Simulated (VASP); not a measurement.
# NaCa3Hg (Pm-3m) in VASP: further runs

NaCa3Hg is run at these levels: PBE; tasks: single point, relaxation of cell and atoms.

Everything below comes from runs of VASP 6.6.1. Logs are shortened: lines on timing, memory, paths and dates and some standing lists are left out, and cuts for length are marked.

## 1. The cell of the first run

The structure is cubic, space group Pm-3m (No. 221). Conventional cell: a = 5.971 Å, b = 5.971 Å, c = 5.971 Å, α = 90.00°, β = 90.00°, γ = 90.00°. Na (site symmetry m-3m) has 12 Ca at 4.22 Å and 8 Hg at 5.17 Å within 5.5 Å. Within 3.9 Å of Ca (site symmetry 4/mmm) lie 2 Hg at 2.99 Å. Hg (site symmetry m-3m) has 6 Ca at 2.99 Å within 3.9 Å.

## 2. Single point, PBE

Contents of INCAR:

```
SYSTEM = NaCa3Hg
PREC     = Accurate       ! precision mode
ENCUT    = 520            ! plane-wave cutoff, eV
EDIFF    = 1E-7           ! SCF threshold, eV
ISMEAR   = 0              ! smearing method
SIGMA    = 0.1            ! smearing width, eV
LREAL    = .FALSE.        ! projectors in reciprocal space
LASPH    = .TRUE.         ! aspherical terms in the spheres
NELM     = 60             ! most SCF steps
ALGO     = Normal         ! electronic algorithm
ISIF     = 2              ! what is computed and relaxed
LWAVE    = .FALSE.        ! write WAVECAR
LCHARG   = .FALSE.        ! write CHGCAR
GGA      = PE             ! functional
NBANDS   = 32             ! bands
```

Contents of KPOINTS:

```
Automatic mesh
0
G
  4 4 4
  0 0 0
```

Contents of POSCAR:

```
NaCa3Hg
1.0
    5.9713405304      0.0000000000      0.0000000000
    0.0000000000      5.9713405304      0.0000000000
    0.0000000000      0.0000000000      5.9713405304
Na Ca Hg
1 3 1
Direct
    0.0000000000      0.0000000000      0.0000000000
    0.0000000000      0.5000000000      0.5000000000
    0.5000000000      0.0000000000      0.5000000000
    0.5000000000      0.5000000000      0.0000000000
    0.5000000000      0.5000000000      0.5000000000
```

Potentials or basis: VASP PAW PBE potentials, release 64 (Na_pv, Ca_sv, Hg).

Started as:

```bash
$ cat potpaw_PBE.64/Na_pv/POTCAR potpaw_PBE.64/Ca_sv/POTCAR potpaw_PBE.64/Hg/POTCAR > POTCAR
$ mpirun -np 1 vasp_std > vasp.out
```

OUTCAR:

```text
SYSTEM = NaCa3Hg
   PREC = Accurate
   ENCUT = 520
   EDIFF = 1E-7
   ISMEAR = 0
   LREAL = .FALSE.
   LASPH = .TRUE.
   NELM = 60
   ISIF = 2
   GGA = PE

 ion  position               nearest neighbor table
   1  0.000  0.000  0.000-
   2  0.000  0.500  0.500-   5 2.99   5 2.99
   3  0.500  0.000  0.500-   5 2.99   5 2.99
   4  0.500  0.500  0.000-   5 2.99   5 2.99
   5  0.500  0.500  0.500-   2 2.99   3 2.99   4 2.99   4 2.99   3 2.99   2 2.99

  LATTYP: Found a simple cubic cell.
 ALAT       =     5.9713405304

  Lattice vectors:

 A1 = (   5.9713405304,   0.0000000000,   0.0000000000)
 A2 = (   0.0000000000,   5.9713405304,   0.0000000000)
 A3 = (   0.0000000000,   0.0000000000,   5.9713405304)

Analysis of symmetry for initial positions (statically):
=====================================================================
 Subroutine PRICEL returns:
 Original cell was already a primitive cell.

 Routine SETGRP: Setting up the symmetry group for a
 simple cubic supercell.

 Subroutine GETGRP returns: Found 48 space group operations
 (whereof 48 operations were pure point group operations)
 out of a pool of 48 trial point group operations.

The static configuration has the point symmetry O_h .

Analysis of symmetry for dynamics (positions and initial velocities):
=====================================================================
 Subroutine PRICEL returns:
 Original cell was already a primitive cell.

 Routine SETGRP: Setting up the symmetry group for a
 simple cubic supercell.

 Subroutine GETGRP returns: Found 48 space group operations
 (whereof 48 operations were pure point group operations)
 out of a pool of 48 trial point group operations.

The dynamic configuration has the point symmetry O_h .

 Subroutine INISYM returns: Found 48 space group operations
 (whereof 48 operations are pure point group operations),
 and found     1 'primitive' translations

----------------------------------------------------------------------------------------

                                     Primitive cell

  volume of cell :     212.9195

  direct lattice vectors                    reciprocal lattice vectors
     5.971340530  0.000000000  0.000000000     0.167466584  0.000000000  0.000000000
     0.000000000  5.971340530  0.000000000     0.000000000  0.167466584  0.000000000
     0.000000000  0.000000000  5.971340530     0.000000000  0.000000000  0.167466584

  length of vectors
     5.971340530  5.971340530  5.971340530     0.167466584  0.167466584  0.167466584

  position of ions in fractional coordinates (direct lattice)
     0.000000000  0.000000000  0.000000000
     0.000000000  0.500000000  0.500000000
     0.500000000  0.000000000  0.500000000
     0.500000000  0.500000000  0.000000000
     0.500000000  0.500000000  0.500000000

  ion indices of the primitive-cell ions
   primitive index   ion index
                 1           1
                 2           2
                 3           3
                 4           4
                 5           5

----------------------------------------------------------------------------------------

 KPOINTS: Automatic mesh

Automatic generation of k-mesh.
 Grid dimensions read from file:
 generate k-points for:    4    4    4

 Generating k-lattice:

  Cartesian coordinates                     Fractional coordinates (reciprocal lattice)
     0.041866646  0.000000000  0.000000000     0.250000000  0.000000000  0.000000000
     0.000000000  0.041866646  0.000000000     0.000000000  0.250000000  0.000000000
     0.000000000  0.000000000  0.041866646     0.000000000  0.000000000  0.250000000

  Length of vectors
     0.041866646  0.041866646  0.041866646

  Shift w.r.t. Gamma in fractional coordinates (k-lattice)
     0.000000000  0.000000000  0.000000000

 Subroutine IBZKPT returns following result:
 ===========================================

 Found     10 irreducible k-points:

 Following reciprocal coordinates:
            Coordinates               Weight
  0.000000  0.000000  0.000000      1.000000
  0.250000  0.000000  0.000000      6.000000
  0.500000  0.000000  0.000000      3.000000
  0.250000  0.250000  0.000000     12.000000
  0.500000  0.250000  0.000000     12.000000
  0.500000  0.500000  0.000000      3.000000
  0.250000  0.250000  0.250000      8.000000
  0.500000  0.250000  0.250000     12.000000
  0.500000  0.500000  0.250000      6.000000
  0.500000  0.500000  0.500000      1.000000
   k-points           NKPTS =     10   k-points in BZ     NKDIM =     10   number of bands    NBANDS=     32
   number of dos      NEDOS =    301   number of ions     NIONS =      5
   total plane-waves  NPLWV = 110592
   dimension x,y,z NGX =    48 NGY =   48 NGZ =   48
   dimension x,y,z NGXF=    96 NGYF=   96 NGZF=   96
   ions per type =               1   3   1
   NGX,Y,Z   is equivalent  to a cutoff of  13.36, 13.36, 13.36 a.u.
   NGXF,Y,Z  is equivalent  to a cutoff of  26.73, 26.73, 26.73 a.u.
 SYSTEM =  NaCa3Hg
   PREC   = accura    normal or accurate (medium, high low for compatibility)
   ISTART =      0    job   : 0-new  1-cont  2-samecut
   ICHARG =      2    charge: 1-file 2-atom 10-const
   ISPIN  =      1    spin polarized calculation?
   LNONCOLLINEAR =      F non collinear calculations
   LSORBIT =      F    spin-orbit coupling
   LASPH  =      T    aspherical Exc in radial PAW
   ENCUT  =  520.0 eV  38.22 Ry    6.18 a.u.  11.10 11.10 11.10*2*pi/ulx,y,z
   NELM   =     60;   NELMIN=  2; NELMDL= -5     # of ELM steps
   EDIFF  = 0.1E-06   stopping-criterion for ELM
   LREAL  =      F    real-space projection
   EDIFFG = 0.1E-05   stopping-criterion for IOM
   NSW    =      0    number of steps for IOM
   IBRION =     -1    ionic relax: 0-MD 1-quasi-New 2-CG
   NFREE  =      0    steps in history (QN), initial steepest desc. (CG)
   ISIF   =      2    stress and relaxation
   ISYM   =      2    0-nonsym 1-usesym 2-fastsym
   POTIM  = 0.5000    time-step for ionic-motion
   TEBEG  =    0.0;   TEEND  =   0.0 temperature during run
   PSTRESS=    0.0 pullay stress
   NELECT =      49.0000    total number of electrons
   NUPDOWN=      -1.0000    fix difference up-down
   EMIN   =  10.00;   EMAX   =-10.00  energy-range for DOS
   EFERMI =   0.00;   METHOD = LEGACY
   ISMEAR =     0;   SIGMA  =   0.10  broadening in eV -4-tet -1-fermi 0-gaus
   EFERMI_NEDOS =   21; number of points for ismear=-14 and -15
   IALGO  =     38    algorithm
   IMIX   =      4    mixing-type and parameters
     AMIX     =   0.40;   BMIX     =  1.00
     AMIX_MAG =   1.60;   BMIX_MAG =  1.00
  volume/ion in A,a.u.               =      42.58       287.37
  Fermi-wavevector in a.u.,A,eV,Ry     =   1.003233  1.895835 13.693936  1.006476
  Thomas-Fermi vector in A             =   2.135771
   LORBIT       =      0    0 simple, 1 ext, 2 COOP (PROOUT), +10 PAW based schemes
   GGA     = PE    functional components
   LHFCALC =     F    Hartree Fock is set to
   AEXX    =    0.0000 exact exchange contribution
   IVDW    =     0    specifies the selected vdW correction
   LEPSILON=     F    determine dielectric tensor
   LRPA    =     F    only Hartree local field effects (RPA)
 non-spin polarized calculation
 Gauss-broadening in eV      SIGMA  =   0.10
  energy-cutoff  :      520.00
  volume of cell :      212.92
 maximum number of plane-waves:      5832
 NGX is ok and might be reduce to    48
   NGX = 23   NGY = 23   NGZ = 23

 number of electron      48.9999985 magnetization

 Free energy of the ion-electron system (eV)
  ---------------------------------------------------
  ext. energy  EPLUGINS =         0.00000000
  ---------------------------------------------------
  free energy    TOTEN  =        -7.76033965 eV

  energy without entropy =       -7.70947674  energy(sigma->0) =       -7.73490820

 E-fermi :   1.3009     XC(G=0):  -7.3396

 val. band max:        1.2871747208   @ k =   0.2500   0.2500   0.0000
 cond. band min:       1.3058565531   @ k =   0.0000   0.0000   0.0000
 fundamental gap:      0.0186818323
 Fermi energy:         1.3009271270

 k-point     1 :       0.0000    0.0000    0.0000
  band No.  band energies     occupation
      1     -40.8971      2.00000
      2     -40.8923      2.00000
      3     -40.8923      2.00000
      4     -23.4997      2.00000
      5     -23.4997      2.00000
      6     -23.4997      2.00000
[... 24 lines left out ...]
     31       3.9884      0.00000
     32       3.9884      0.00000

 k-point     2 :       0.2500    0.0000    0.0000
  band No.  band energies     occupation
      1     -40.8964      2.00000
      2     -40.8928      2.00000
      3     -40.8923      2.00000
      4     -23.4998      2.00000
      5     -23.4997      2.00000
      6     -23.4997      2.00000
[... 24 lines left out ...]
     31       3.6114      0.00000
     32       3.7963      0.00000

 k-point     3 :       0.5000    0.0000    0.0000
  band No.  band energies     occupation
      1     -40.8955      2.00000
      2     -40.8936      2.00000
      3     -40.8923      2.00000
      4     -23.4998      2.00000
      5     -23.4997      2.00000
      6     -23.4997      2.00000
[... 24 lines left out ...]
     31       3.3688      0.00000
     32       3.5510      0.00000

 k-point     4 :       0.2500    0.2500    0.0000
  band No.  band energies     occupation
      1     -40.8959      2.00000
      2     -40.8930      2.00000
      3     -40.8926      2.00000
      4     -23.4998      2.00000
      5     -23.4997      2.00000
      6     -23.4997      2.00000
[... 164 lines left out ...]
     31       3.3262      0.00000
     32       3.3383      0.00000

 k-point     9 :       0.5000    0.5000    0.2500
  band No.  band energies     occupation
      1     -40.8938      2.00000
      2     -40.8936      2.00000
      3     -40.8936      2.00000
      4     -23.4998      2.00000
      5     -23.4998      2.00000
      6     -23.4997      2.00000
[... 24 lines left out ...]
     31       3.2209      0.00000
     32       3.3640      0.00000

 k-point    10 :       0.5000    0.5000    0.5000
  band No.  band energies     occupation
      1     -40.8936      2.00000
      2     -40.8936      2.00000
      3     -40.8936      2.00000
      4     -23.4998      2.00000
      5     -23.4998      2.00000
      6     -23.4998      2.00000
[... 24 lines left out ...]
     31       3.3141      0.00000
     32       3.3407      0.00000

------------------------ aborting loop because EDIFF is reached ----------------------------------------

  FORCE on cell =-STRESS in cart. coord.  units (eV):
  Direction    XX          YY          ZZ          XY          YZ          ZX
  --------------------------------------------------------------------------------------
  -------------------------------------------------------------------------------------
  Total        0.0523826      0.0523826      0.0523826      0.0000000     -0.0000000      0.0000000
  in kB        0.3941686      0.3941686      0.3941686      0.0000000     -0.0000000      0.0000000
  external PRESSURE =       0.3941686 kB  Pullay stress =       0.0000000 kB

 VOLUME and BASIS-vectors are now :
 -----------------------------------------------------------------------------
  energy-cutoff  :      520.00
  volume of cell :      212.92
      direct lattice vectors                 reciprocal lattice vectors
     5.971340530  0.000000000  0.000000000     0.167466584  0.000000000  0.000000000
     0.000000000  5.971340530  0.000000000     0.000000000  0.167466584  0.000000000
     0.000000000  0.000000000  5.971340530     0.000000000  0.000000000  0.167466584

 POSITION                                       TOTAL-FORCE (eV/Angst)
 -----------------------------------------------------------------------------------
      0.00000      0.00000      0.00000         0.000000      0.000000      0.000000
      0.00000      2.98567      2.98567         0.000000      0.000000      0.000000
      2.98567      0.00000      2.98567         0.000000      0.000000      0.000000
      2.98567      2.98567      0.00000         0.000000      0.000000      0.000000
      2.98567      2.98567      2.98567         0.000000      0.000000      0.000000
 -----------------------------------------------------------------------------------
    total drift:                                0.000000     -0.000000     -0.000000

  FREE ENERGIE OF THE ION-ELECTRON SYSTEM (eV)
  ---------------------------------------------------
  free  energy   TOTEN  =        -7.7603396531 eV

  energy  without entropy=       -7.7094767446  energy(sigma->0) =       -7.73490820
```

Run time: 64 s. Hardware: 1 thread of AMD EPYC 7R13 (Zen 3), shared host; peak memory 0.32 GiB.

Results:

| Quantity | Value |
| --- | --- |
| Free energy | -7.7603 eV |
| Pressure | 0.0 GPa |
| Band gap on the k mesh | zero (an odd number of electrons rules out a gap without spin polarisation) |

Levels at points of the mesh, in eV from the Fermi level:
| k point | band 21 | band 22 | band 23 | band 24 | band 25 | band 26 | band 27 | band 28 | band 29 | band 30 |
| --- | --- | --- | --- | --- | --- | --- | --- | --- | --- | --- |
| (0.00, 0.00, 0.00) | -6.02 | -1.95 | 0.00 | 0.00 | 0.00 | 0.34 | 0.34 | 1.35 | 1.35 | 1.35 |
| (0.50, 0.00, 0.00) | -5.63 | -2.43 | -0.71 | 0.02 | 0.02 | 0.70 | 0.97 | 0.97 | 1.03 | 1.63 |
| (0.50, 0.50, 0.00) | -5.26 | -1.85 | -1.85 | -0.96 | -0.10 | 0.86 | 0.86 | 1.15 | 1.33 | 1.73 |
| (0.50, 0.50, 0.50) | -4.89 | -1.53 | -1.53 | -1.53 | -0.49 | 0.08 | 0.08 | 0.08 | 1.96 | 1.97 |

Caveat: spin-orbit coupling is left out, which moves the levels of the heavy elements.

## 3. Relaxation of cell and atoms, PBE

This run uses another cell than the first one, of 24.73 Å³/atom.

Contents of INCAR:

```
  PREC = Accurate
  ENCUT = 600
  EDIFF = 1E-6
  ISMEAR = 0
  SIGMA = 0.1
  LREAL = F
  LASPH = T
  NELM = 60
  ALGO = Fast
  ISIF = 3
  LWAVE = F
  LCHARG = F
  GGA = PE
  IBRION = 2
  NSW = 90
  EDIFFG = -0.04
```

Contents of KPOINTS:

```
Automatic mesh
0
Gamma
  4 4 4
```

POSCAR: that of step 2 with these lines changed.

```diff
@@ -2,5 +2,5 @@
 1.0
-    5.9713405304      0.0000000000      0.0000000000
-    0.0000000000      5.9713405304      0.0000000000
-    0.0000000000      0.0000000000      5.9713405304
+    4.9817408222      0.0000000000      0.0000000000
+    0.0000000000      4.9817408222      0.0000000000
+    0.0000000000      0.0000000000      4.9817408222
 Na Ca Hg
```

Potentials or basis: VASP PAW PBE potentials, release 64 (Na_pv, Ca_sv, Hg).

Started as:

```bash
$ cat potpaw_PBE.64/Na_pv/POTCAR potpaw_PBE.64/Ca_sv/POTCAR potpaw_PBE.64/Hg/POTCAR > POTCAR
$ mpirun -np 1 vasp_std > vasp.out
```

Wall time 6.5 min (1 thread of AMD EPYC 7R13 (Zen 3), shared host); peak memory 0.24 GiB.

Results (log left out):

```
Free energy                           : -7.7380 eV
Relaxed volume                        : 42.83 Å³/atom
Relaxed cell                          : a = 5.983 Å, b = 5.983 Å, c = 5.983 Å, α = 90.00°, β = 90.00°, γ = 90.00°
Space group after relaxing (to 0.1 Å) : Pm-3m (No. 221)
Energy gained by relaxing             : 1081.3 meV/atom
Ionic steps                           : 4
Pressure after relaxing               : -0.1 GPa
Band gap on the k mesh                : zero (an odd number of electrons rules out a gap without spin polarisation)
```

Step by step:
```tsv
step	energy change (eV)	largest force (eV/Å)	pressure (GPa)	volume (Å³)
1	0.0000	0.0000	30.43	123.64
2	-5.1559	0.0000	-1.06	228.16
3	-5.3913	0.0000	0.72	205.89
4	-5.4067	0.0000	-0.09	214.13
```

Final structure:
```cif
data_structure
_symmetry_space_group_name_H-M 'P 1'
_symmetry_Int_Tables_number 1
_cell_length_a 5.9826
_cell_length_b 5.9826
_cell_length_c 5.9826
_cell_angle_alpha 90.000
_cell_angle_beta 90.000
_cell_angle_gamma 90.000
_cell_volume 214.13
loop_
_atom_site_label
_atom_site_type_symbol
_atom_site_fract_x
_atom_site_fract_y
_atom_site_fract_z
_atom_site_occupancy
Na1 Na 0.00000 0.00000 0.00000 1
Ca1 Ca 0.00000 0.50000 0.50000 1
Ca2 Ca 0.50000 0.00000 0.50000 1
Ca3 Ca 0.50000 0.50000 0.00000 1
Hg1 Hg 0.50000 0.50000 0.50000 1
```

Levels at points of the mesh, in eV from the Fermi level:
```csv
k point,band 23,band 24,band 25,band 26,band 27,band 28
"(0.00, 0.00, 0.00)",0.00,0.00,0.00,0.36,0.37,1.35
"(0.50, 0.00, 0.00)",-0.71,0.02,0.02,0.71,0.97,0.97
"(0.50, 0.50, 0.00)",-1.84,-0.95,-0.10,0.87,0.87,1.15
"(0.50, 0.50, 0.50)",-1.52,-1.52,-0.48,0.08,0.08,0.08
```

Caveat: the volume moved by over 15 % at a fixed basis, so the end points are rough; spin-orbit coupling is left out, which moves the levels of the heavy elements.
